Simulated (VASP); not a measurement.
Set up this calculation in VASP 6.6.1, as the native input.

* Task: single point
* Functional: PBEsol
* Potentials or basis: VASP PAW PBE potentials, release 64 (Bi_d, Te)
* Cutoff: 520 eV
* k mesh: 7 × 7 × 7
* Occupations: fermi-dirac, width 0.05 eV
* Spin: no spin polarisation
* Dipole correction: no
* Further INCAR settings: ALGO = Normal; EDIFF = 1e-06; NBANDS = 18

The structure of BiTe lies in POSCAR:

```
BiTe
1.0
    2.5511449959      1.4729042501      2.0830018770
   -2.5511449959      1.4729042501      2.0830018770
    0.0000000000     -2.9458085003      2.0830018770
Bi Te
1 1
Direct
    0.5000000000      0.5000000000      0.5000000000
    0.0000000000      0.0000000000      0.0000000000
```

The input as run:

INCAR

```
SYSTEM = BiTe
PREC = Accurate
ENCUT = 520
EDIFF = 1E-6
ISMEAR = -1
SIGMA = 0.05
LREAL = .FALSE.
LASPH = .TRUE.
NELM = 60
ALGO = Normal
ISIF = 2
LWAVE = .FALSE.
LCHARG = .FALSE.
GGA = PS
NBANDS = 18
```

KPOINTS

```
Automatic mesh
0
G
  7 7 7
  0 0 0
```

Potentials or basis: VASP PAW PBE potentials, release 64 (Bi_d, Te).

The run is started by

```console
$ cat potpaw_PBE.64/Bi_d/POTCAR potpaw_PBE.64/Te/POTCAR > POTCAR
$ mpirun -np 1 vasp_std > vasp.out
```

Results of the run:

```yaml
Pressure: 20.1 GPa
```

Caveat: the PAW data sets were made with another functional, which shifts forces and pressure a little.

Run time: 15 s on 1 thread of Intel(R) Xeon(R) Platinum 8259CL CPU @ 2.50GHz (Skylake/Cascade Lake), on a shared host, peak memory 0.16 GiB.
